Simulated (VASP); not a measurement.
# Hf in VASP: relaxation of the atoms with LDA

Aim: the relaxation of the atoms of Hf with LDA.

Everything below comes from runs of VASP 6.6.1. Logs are shortened: lines on timing, memory, paths and dates and some standing lists are left out, and cuts for length are marked.

## (1) The cell of the first run

The cell holds a slab with vacuum, 5 atoms: a = 3.118 Å, b = 3.118 Å, c = 25.893 Å, α = 90.00°, β = 90.00°, γ = 120.00°.

## (2) Relaxation of the atoms, LDA

File INCAR:

```
  ALGO = Normal
  DIPOL = 0.5 0.5 0.500
  EDIFF = 1E-7
  EDIFFG = -0.01
  ENCUT = 450
  GGA_COMPAT = False
  IBRION = 2
  IDIPOL = 3
  ISIF = 2
  ISMEAR = -1
  LASPH = True
  LCHARG = False
  LDIPOL = True
  LREAL = False
  LWAVE = False
  NELM = 120
  NELMDL = -8
  NELMIN = 4
  NSW = 32
  PREC = Accurate
  SIGMA = 0.08
```

File KPOINTS:

```
k-points
0
Gamma
  12 12 1
```

File POSCAR:

```
Hf
1.0
    3.1180146446      0.0000000000      0.0000000000
   -1.5590073223      2.7002798916      0.0000000000
    0.0000000000      0.0000000000     25.8932000000
Hf
5
Direct
    0.0000000000      0.0000000000      0.3129801676
    0.3333333333      0.6666666667      0.4025170969
    0.0000000000      0.0000000000      0.4999999907
    0.3333333333      0.6666666667      0.5974829050
    0.0000000000      0.0000000000      0.6870198395
```

Potentials or basis: VASP PAW LDA potentials, release 64 (Hf_pv).

Run with:

```
$ cat potpaw_LDA.64/Hf_pv/POTCAR > POTCAR
$ mpirun -np 1 vasp_std > vasp.out
```

OUTCAR:

```text
EDIFF = 1E-7
   EDIFFG = -0.01
   ENCUT = 450
   IBRION = 2
   ISIF = 2
   ISMEAR = -1
   LASPH = True
   LREAL = False
   NELM = 120
   NELMDL = -8
   NELMIN = 4
   NSW = 32
   PREC = Accurate

 ion  position               nearest neighbor table
   1  0.000  0.000  0.313-   2 2.94   2 2.94   2 2.94
   2  0.333  0.667  0.403-   1 2.94   1 2.94   1 2.94   3 3.10   3 3.10   3 3.10
   3  0.000  0.000  0.500-   2 3.10   2 3.10   2 3.10   4 3.10   4 3.10   4 3.10
   4  0.333  0.667  0.597-   5 2.94   5 2.94   5 2.94   3 3.10   3 3.10   3 3.10
   5  0.000  0.000  0.687-   4 2.94   4 2.94   4 2.94

  LATTYP: Found a hexagonal cell.
 ALAT       =     3.1180146446
 C/A-ratio  =     8.3043869101

  Lattice vectors:

 A1 = (   3.1180146446,   0.0000000000,   0.0000000000)
 A2 = (  -1.5590073223,   2.7002798916,   0.0000000000)
 A3 = (   0.0000000000,   0.0000000000,  25.8932000000)

Analysis of symmetry for initial positions (statically):
=====================================================================
 Subroutine PRICEL returns:
 Original cell was already a primitive cell.

 Routine SETGRP: Setting up the symmetry group for a
 hexagonal supercell.

 Subroutine GETGRP returns: Found 12 space group operations
 (whereof 12 operations were pure point group operations)
 out of a pool of 24 trial point group operations.

The static configuration has the point symmetry D_3h.

Analysis of symmetry for dynamics (positions and initial velocities):
=====================================================================
 Subroutine PRICEL returns:
 Original cell was already a primitive cell.

 Routine SETGRP: Setting up the symmetry group for a
 hexagonal supercell.

 Subroutine GETGRP returns: Found 12 space group operations
 (whereof 12 operations were pure point group operations)
 out of a pool of 24 trial point group operations.

The dynamic configuration has the point symmetry D_3h.

 Subroutine INISYM returns: Found 12 space group operations
 (whereof 12 operations are pure point group operations),
 and found     1 'primitive' translations

----------------------------------------------------------------------------------------

                                     Primitive cell

  volume of cell :     218.0081

  direct lattice vectors                    reciprocal lattice vectors
[... 101 lines left out ...]
   EFERMI =   0.00;   METHOD = LEGACY
   ISMEAR =    -1;   SIGMA  =   0.08  broadening in eV -4-tet -1-fermi 0-gaus
   EFERMI_NEDOS =   21; number of points for ismear=-14 and -15
   IALGO  =     38    algorithm
   IMIX   =      4    mixing-type and parameters
     AMIX     =   0.40;   BMIX     =  1.00
     AMIX_MAG =   1.60;   BMIX_MAG =  1.00
  volume/ion in A,a.u.               =      43.60       294.24
  Fermi-wavevector in a.u.,A,eV,Ry     =   1.002091  1.893678 13.662792  1.004187
  Thomas-Fermi vector in A             =   2.134556
   LORBIT       =      0    0 simple, 1 ext, 2 COOP (PROOUT), +10 PAW based schemes
   GGA     = CA    functional components
   LHFCALC =     F    Hartree Fock is set to
   AEXX    =    0.0000 exact exchange contribution
   IVDW    =     0    specifies the selected vdW correction
   LEPSILON=     F    determine dielectric tensor
   LRPA    =     F    only Hartree local field effects (RPA)
 conjugate gradient relaxation of ions
 non-spin polarized calculation
  energy-cutoff  :      450.00
  volume of cell :      218.01
 maximum number of plane-waves:      4817
 NGX is ok and might be reduce to    24
   NGX = 11   NGY = 11   NGZ = 89

 dipolmoment           0.000000      0.000000     -0.000000 electrons x Angstroem

--------------------------------------- Ionic step        1  -------------------------------------------

 number of electron      49.9999997 magnetization

 Free energy of the ion-electron system (eV)
  ---------------------------------------------------
  ext. energy  EPLUGINS =         0.00000000
  ---------------------------------------------------
  free energy    TOTEN  =       -51.50321687 eV

  energy without entropy =      -51.39019075  energy(sigma->0) =      -51.44670381

------------------------ aborting loop because EDIFF is reached ----------------------------------------

  FORCE on cell =-STRESS in cart. coord.  units (eV):
  Direction    XX          YY          ZZ          XY          YZ          ZX
  --------------------------------------------------------------------------------------
  -------------------------------------------------------------------------------------
  Total       -1.4890667     -1.4890667      0.0234775     -0.0000000      0.0000000      0.0000000
  in kB      -10.9433953    -10.9433953      0.1725402     -0.0000000      0.0000000      0.0000000
  external PRESSURE =      -7.2380835 kB  Pullay stress =       0.0000000 kB
[... 65 lines left out ...]
--------------------------------------- Ionic step        3  -------------------------------------------

 number of electron      49.9999997 magnetization

 dipolmoment           0.000000      0.000000      0.000000 electrons x Angstroem

 Free energy of the ion-electron system (eV)
  ---------------------------------------------------
  ext. energy  EPLUGINS =         0.00000000
  ---------------------------------------------------
  free energy    TOTEN  =       -51.50326425 eV

  energy without entropy =      -51.39063186  energy(sigma->0) =      -51.44694806

 E-fermi :   0.2278     XC(G=0):  -6.4261

 val. band max:        0.2218287363   @ k =   0.0833   0.0833   0.0000
 cond. band min:       0.2348370799   @ k =   0.3333   0.1667   0.0000
 fundamental gap:      0.0130083436
 Fermi energy:         0.2277848622

 k-point     1 :       0.0000    0.0000    0.0000
  band No.  band energies     occupation
      1     -30.6546      2.00000
      2     -30.5917      2.00000
      3     -30.2056      2.00000
      4     -29.8677      2.00000
      5     -29.8677      2.00000
      6     -29.8675      2.00000
[... 616 lines left out ...]
     29       0.4316      0.14521
     30       0.6100      0.01668

------------------------ aborting loop because EDIFF is reached ----------------------------------------

 vacuum level on the upper side and lower side of the slab       (xc-potential included)        -0.029        -0.029

  FORCE on cell =-STRESS in cart. coord.  units (eV):
  Direction    XX          YY          ZZ          XY          YZ          ZX
  --------------------------------------------------------------------------------------
  -------------------------------------------------------------------------------------
  Total       -1.4821878     -1.4821878      0.0451601     -0.0000000     -0.0000000      0.0000000
  in kB      -10.8928406    -10.8928406      0.3318892     -0.0000000     -0.0000000      0.0000000
  external PRESSURE =      -7.1512640 kB  Pullay stress =       0.0000000 kB
[... 20 lines left out ...]
  FREE ENERGIE OF THE ION-ELECTRON SYSTEM (eV)
  ---------------------------------------------------
  free  energy   TOTEN  =       -51.5032642505 eV

  energy  without entropy=      -51.3906318629  energy(sigma->0) =      -51.44694806

 reached required accuracy - stopping structural energy minimisation

 vacuum level on the upper side and lower side of the slab         4.796         4.796
```

CONTCAR:

```text
Hf
   1.00000000000000
     3.1180146446000001    0.0000000000000000    0.0000000000000000
    -1.5590073223000001    2.7002798916000001    0.0000000000000000
     0.0000000000000000    0.0000000000000000   25.8932000000000002
  Hf
     5
Direct
     0.0000000000000000    0.0000000000000000    0.3129962567367249
     0.3333333332999970    0.6666666667000030    0.4024537856456716
     0.0000000000000000    0.0000000000000000    0.4999999906999975
     0.3333333332999970    0.6666666667000030    0.5975462162543268
     0.0000000000000000    0.0000000000000000    0.6870037503632811

  0.00000000E+00  0.00000000E+00  0.00000000E+00
  0.00000000E+00  0.00000000E+00  0.00000000E+00
  0.00000000E+00  0.00000000E+00  0.00000000E+00
  0.00000000E+00  0.00000000E+00  0.00000000E+00
  0.00000000E+00  0.00000000E+00  0.00000000E+00
```

Wall time 7.9 min (1 thread of Intel Xeon Platinum 8259CL at 2.50GHz (Skylake/Cascade Lake), shared host); peak memory 0.28 GiB.

Results:

```yaml
Free_energy: -51.5033 eV
Energy_gained_by_relaxing: 0.0 meV/atom
Ionic_steps: 3
Largest_force_after_relaxing: 0.007 eV/Å
Band_gap_on_the_k_mesh: zero (bands 25 and 26 overlap by 1.49 eV)
```

Forces in eV/Å, atoms in the order of the input:
```
Hf   0.000  0.000 -0.007
Hf   0.000  0.000 -0.007
Hf   0.000  0.000  0.000
Hf   0.000  0.000  0.007
Hf   0.000  0.000  0.007
```

Final structure:
```yaml
crystal:
  lattice:
    - [3.11801, 0.00000, 0.00000]
    - [-1.55901, 2.70028, 0.00000]
    - [0.00000, 0.00000, 25.89320]
  atoms:
    - { symbol: Hf, position: [0.00000, 0.00000, 0.31300] }
    - { symbol: Hf, position: [0.33333, 0.66667, 0.40245] }
    - { symbol: Hf, position: [0.00000, 0.00000, 0.50000] }
    - { symbol: Hf, position: [0.33333, 0.66667, 0.59755] }
    - { symbol: Hf, position: [0.00000, 0.00000, 0.68700] }
```

Caveat: spin-orbit coupling is left out, which moves the levels of the heavy elements.
